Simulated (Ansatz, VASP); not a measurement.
**Zr2Br: VASP beside Ansatz**

```
CELL_PARAMETERS angstrom
0.00000 3.27178 3.27178
3.27178 0.00000 3.27178
3.27178 3.27178 0.00000
ATOMIC_POSITIONS crystal
Zr 0.75000 0.75000 0.75000
Zr 0.25000 0.25000 0.25000
Br 0.00000 0.00000 0.00000
```

Change from the starting cell: species swapped into the Ca2Pb type (Fm-3m, No. 225).

Alike in both runs: functional PBE; k mesh 4 × 4 × 4; occupations gaussian, width 0.1 eV; no spin polarisation.

Ansatz relaxed the structure, and its values are those at the end. VASP's run is a single point on that final structure, the one shown.

```csv
,VASP,Ansatz
version,VASP 6.6.1,Ansatz 0.2.0
potentials or method,"VASP PAW PBE potentials, release 64 (Zr_sv, Br), cutoff 520 eV","scalar-relativistic, plane waves, PAW"
valence electrons in the cell,31,31
```

VASP gave:

| Quantity | Value |
| --- | --- |
| gap on the k mesh at the Fermi level (eV) | none |
| pressure (GPa) | -0.3 |

Question: What did Ansatz give for the same quantities?

Answer: gap on the k mesh at the Fermi level (eV): none; pressure (GPa): -0.4.

A gap of «none» marks a metal or a gap that the smearing closes.

The k mesh is coarse, so the values compare programs but aren't converged.
